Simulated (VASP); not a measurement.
# TiBiO (Pmmn) in VASP: single point with r2SCAN

Aim: the single point of TiBiO with r2SCAN.

Everything below comes from runs of VASP 6.6.1. Logs are shortened: lines on timing, memory, paths and dates and some standing lists are left out, and cuts for length are marked.

## Step 1: The cell of the first run

Symmetry: Pmmn, No. 59, orthorhombic system. The conventional cell has a = 3.529 Å, b = 3.832 Å, c = 8.631 Å, α = 90.00°, β = 90.00°, γ = 90.00°. Ti (site symmetry mm2) has 4 O at 1.99 to 2.05 Å within 2.6 Å. O (site symmetry mm2) has 4 Ti at 1.99 to 2.05 Å and 4 O at 2.66 Å within 2.7 Å. Bi (site symmetry mm2) has 2 Ti at 2.94 Å and 5 O at 3.39 to 3.88 Å and 8 Bi at 3.52 to 3.83 Å within 3.9 Å.

## Step 2: Single point, r2SCAN

POSCAR

```
TiBiO
1.0
    3.8324710000      0.0000000000      0.0000000000
    0.0000000000      3.5288690000      0.0000000000
    0.0000000000      0.0000000000      8.6314090000
Ti O Bi
2 2 2
Direct
    0.2500000000      0.7500000000      0.0902797816
    0.7500000000      0.2500000000      0.9097202184
    0.2500000000      0.2500000000      0.9699678979
    0.7500000000      0.7500000000      0.0300321021
    0.2500000000      0.2500000000      0.3628806498
    0.7500000000      0.7500000000      0.6371193502
```

INCAR.step1

```
SYSTEM = TiBiO
ALGO = Normal
EDIFF = 1E-4
ENCUT = 520
GGA = PE
ISMEAR = -1
LASPH = .TRUE.
LCHARG = .FALSE.
LREAL = .FALSE.
LWAVE = .TRUE.
NBANDS = 42
NELM = 100
PREC = Accurate
SIGMA = 0.1
```

INCAR.step2

```
SYSTEM = TiBiO
ALGO = Normal
EDIFF = 1E-6
ENCUT = 520
ISIF = 2
ISMEAR = -1
ISTART = 1
LASPH = .TRUE.
LCHARG = .TRUE.
LELF = .TRUE.
LMIXTAU = .TRUE.
LREAL = .FALSE.
LVHAR = .TRUE.
LWAVE = .FALSE.
METAGGA = R2SCAN
NBANDS = 42
NELM = 100
PREC = Accurate
SIGMA = 0.1
```

KPOINTS

```
k-points
0
G
  7 8 3
  0 0 0
```

Potentials or basis: VASP PAW PBE potentials, release 64 (Ti_sv, O, Bi_d).

Command:

```sh
$ cat potpaw_PBE.64/Ti_sv/POTCAR potpaw_PBE.64/O/POTCAR potpaw_PBE.64/Bi_d/POTCAR > POTCAR
$ cp INCAR.step1 INCAR
$ mpirun -np 1 vasp_std > vasp.out
$ cp INCAR.step2 INCAR
$ mpirun -np 1 vasp_std > vasp.out
```

OUTCAR:

```text
SYSTEM = TiBiO
   EDIFF = 1E-6
   ENCUT = 520
   ISIF = 2
   ISMEAR = -1
   ISTART = 1
   LASPH = .TRUE.
   LREAL = .FALSE.
   METAGGA = R2SCAN
   NELM = 100
   PREC = Accurate

 ion  position               nearest neighbor table
   1  0.250  0.750  0.090-   4 1.99   4 1.99   3 2.05   3 2.05   5 2.94   5 2.94
   2  0.750  0.250  0.910-   3 1.99   3 1.99   4 2.05   4 2.05   6 2.94   6 2.94
   3  0.250  0.250  0.970-   2 1.99   2 1.99   1 2.05   1 2.05
   4  0.750  0.750  0.030-   1 1.99   1 1.99   2 2.05   2 2.05
   5  0.250  0.250  0.363-   1 2.94   1 2.94   6 3.52   6 3.52   6 3.52   6 3.52
   6  0.750  0.750  0.637-   2 2.94   2 2.94   5 3.52   5 3.52   5 3.52   5 3.52

  LATTYP: Found a simple orthorhombic cell.
 ALAT       =     3.5288690000
 B/A-ratio  =     1.0860337972
 C/A-ratio  =     2.4459420285

  Lattice vectors:

 A1 = (   0.0000000000,  -3.5288690000,   0.0000000000)
 A2 = (   3.8324710000,   0.0000000000,   0.0000000000)
 A3 = (   0.0000000000,   0.0000000000,   8.6314090000)

Analysis of symmetry for initial positions (statically):
=====================================================================
 Subroutine PRICEL returns:
 Original cell was already a primitive cell.

 Routine SETGRP: Setting up the symmetry group for a
 simple orthorhombic supercell.

 Subroutine GETGRP returns: Found  8 space group operations
 (whereof  2 operations were pure point group operations)
 out of a pool of  8 trial point group operations.

The static configuration has the point symmetry S_2 .
 The point group associated with its full space group is D_2h.

Analysis of symmetry for dynamics (positions and initial velocities):
=====================================================================
 Subroutine PRICEL returns:
 Original cell was already a primitive cell.

 Routine SETGRP: Setting up the symmetry group for a
 simple orthorhombic supercell.

 Subroutine GETGRP returns: Found  8 space group operations
 (whereof  2 operations were pure point group operations)
 out of a pool of  8 trial point group operations.

The dynamic configuration has the point symmetry S_2 .
 The point group associated with its full space group is D_2h.

 Subroutine INISYM returns: Found  8 space group operations
 (whereof  2 operations are pure point group operations),
 and found     1 'primitive' translations

----------------------------------------------------------------------------------------
[... 103 lines left out ...]
   EDIFFG = 0.1E-04   stopping-criterion for IOM
   NSW    =      0    number of steps for IOM
   IBRION =     -1    ionic relax: 0-MD 1-quasi-New 2-CG
   NFREE  =      0    steps in history (QN), initial steepest desc. (CG)
   ISIF   =      2    stress and relaxation
   ISYM   =      2    0-nonsym 1-usesym 2-fastsym
   POTIM  = 0.5000    time-step for ionic-motion
   TEBEG  =    0.0;   TEEND  =   0.0 temperature during run
   PSTRESS=    0.0 pullay stress
   NELECT =      66.0000    total number of electrons
   NUPDOWN=      -1.0000    fix difference up-down
   EMIN   =  10.00;   EMAX   =-10.00  energy-range for DOS
   EFERMI =   0.00;   METHOD = LEGACY
   ISMEAR =    -1;   SIGMA  =   0.10  broadening in eV -4-tet -1-fermi 0-gaus
   EFERMI_NEDOS =   21; number of points for ismear=-14 and -15
   IALGO  =     38    algorithm
   IMIX   =      4    mixing-type and parameters
     AMIX     =   0.40;   BMIX     =  1.00
     AMIX_MAG =   1.60;   BMIX_MAG =  1.00
  volume/ion in A,a.u.               =      19.46       131.29
  Fermi-wavevector in a.u.,A,eV,Ry     =   1.353705  2.558132 24.932919  1.832518
  Thomas-Fermi vector in A             =   2.480938
   LORBIT       =      0    0 simple, 1 ext, 2 COOP (PROOUT), +10 PAW based schemes
   METAGGA = R2SCAN    functional components
   LHFCALC =     F    Hartree Fock is set to
   AEXX    =    0.0000 exact exchange contribution
   IVDW    =     0    specifies the selected vdW correction
   LEPSILON=     F    determine dielectric tensor
   LRPA    =     F    only Hartree local field effects (RPA)
 non-spin polarized calculation
  energy-cutoff  :      520.00
  volume of cell :      116.73
 maximum number of plane-waves:      3165
 NGX is ok and might be reduce to    30
   NGX = 15   NGY = 13   NGZ = 33

 number of electron      66.0000012 magnetization

 Free energy of the ion-electron system (eV)
  ---------------------------------------------------
  ext. energy  EPLUGINS =         0.00000000
  ---------------------------------------------------
  free energy    TOTEN  =      -164.59134771 eV

  energy without entropy =     -164.47061959  energy(sigma->0) =     -164.53098365

 E-fermi :   7.3277     XC(G=0): -11.1335

 val. band max:        7.3250279904   @ k =   0.2857   0.1250   0.3333
 cond. band min:       7.3517741565   @ k =   0.4286   0.1250   0.0000
 fundamental gap:      0.0267461661
 Fermi energy:         7.3277295650

 k-point     1 :       0.0000    0.0000    0.0000
  band No.  band energies     occupation
      1     -53.3161      2.00000
      2     -53.2536      2.00000
      3     -28.7333      2.00000
      4     -28.5591      2.00000
      5     -28.5550      2.00000
      6     -28.5351      2.00000
[... 1069 lines left out ...]
     41      10.2268      0.00000
     42      10.6309      0.00000

 [... further k-points ...]

------------------------ aborting loop because EDIFF is reached ----------------------------------------

  FORCE on cell =-STRESS in cart. coord.  units (eV):
  Direction    XX          YY          ZZ          XY          YZ          ZX
  --------------------------------------------------------------------------------------
  -------------------------------------------------------------------------------------
  Total        1.0792650     -1.4795339      2.4633450      0.0000000      0.0000000      0.0000000
  in kB       14.8129843    -20.3067025     33.8095756      0.0000000      0.0000000      0.0000000
  external PRESSURE =       9.4386191 kB  Pullay stress =       0.0000000 kB

 VOLUME and BASIS-vectors are now :
 -----------------------------------------------------------------------------
  energy-cutoff  :      520.00
  volume of cell :      116.73
      direct lattice vectors                 reciprocal lattice vectors
     3.832471000  0.000000000  0.000000000     0.260928263  0.000000000  0.000000000
     0.000000000  3.528869000  0.000000000     0.000000000  0.283376912  0.000000000
     0.000000000  0.000000000  8.631409000     0.000000000  0.000000000  0.115855940

 POSITION                                       TOTAL-FORCE (eV/Angst)
 -----------------------------------------------------------------------------------
      0.95812      2.64665      0.77924        -0.000000      0.000000      0.106775
      2.87435      0.88222      7.85217        -0.000000      0.000000     -0.106775
      0.95812      0.88222      8.37219        -0.000000      0.000000     -0.065684
      2.87435      2.64665      0.25922        -0.000000      0.000000      0.065684
      0.95812      0.88222      3.13217         0.000000      0.000000      0.008304
      2.87435      2.64665      5.49924         0.000000      0.000000     -0.008304
 -----------------------------------------------------------------------------------
    total drift:                                0.000000      0.000000     -0.000000

  FREE ENERGIE OF THE ION-ELECTRON SYSTEM (eV)
  ---------------------------------------------------
  free  energy   TOTEN  =      -164.5913477070 eV

  energy  without entropy=     -164.4706195914  energy(sigma->0) =     -164.53098365
```

OUTCAR.step1:

```text
SYSTEM = TiBiO
   EDIFF = 1E-4
   ENCUT = 520
   GGA = PE
   ISMEAR = -1
   LASPH = .TRUE.
[... 1320 lines left out ...]
      2.87435      2.64665      0.25922         0.000000     -0.000000      0.101020
      0.95812      0.88222      3.13217         0.000000     -0.000000      0.213937
      2.87435      2.64665      5.49924         0.000000     -0.000000     -0.213937
 -----------------------------------------------------------------------------------
    total drift:                                0.000000      0.000000     -0.000000

  FREE ENERGIE OF THE ION-ELECTRON SYSTEM (eV)
  ---------------------------------------------------
  free  energy   TOTEN  =       -42.2331526358 eV

  energy  without entropy=      -42.1001630537  energy(sigma->0) =      -42.16665784
```

Run time: 9.3 min. Hardware: 1 thread of Intel Xeon Platinum 8375C at 2.90GHz (Ice Lake), shared host; peak memory 0.34 GiB.

What came out:

```
Free energy            : -164.5913 eV
Pressure               : 0.9 GPa
Largest force          : 0.107 eV/Å
Band gap on the k mesh : zero (bands 33 and 34 overlap by 2.00 eV)
```

Forces on the atoms (eV/Å):
```
Ti   0.000  0.000  0.107
Ti   0.000  0.000 -0.107
O    0.000  0.000 -0.066
O    0.000  0.000  0.066
Bi   0.000  0.000  0.008
Bi   0.000  0.000 -0.008
```

Caveat: the PAW data sets were made with another functional, which shifts forces and pressure a little; spin-orbit coupling is left out, which moves the levels of the heavy elements.
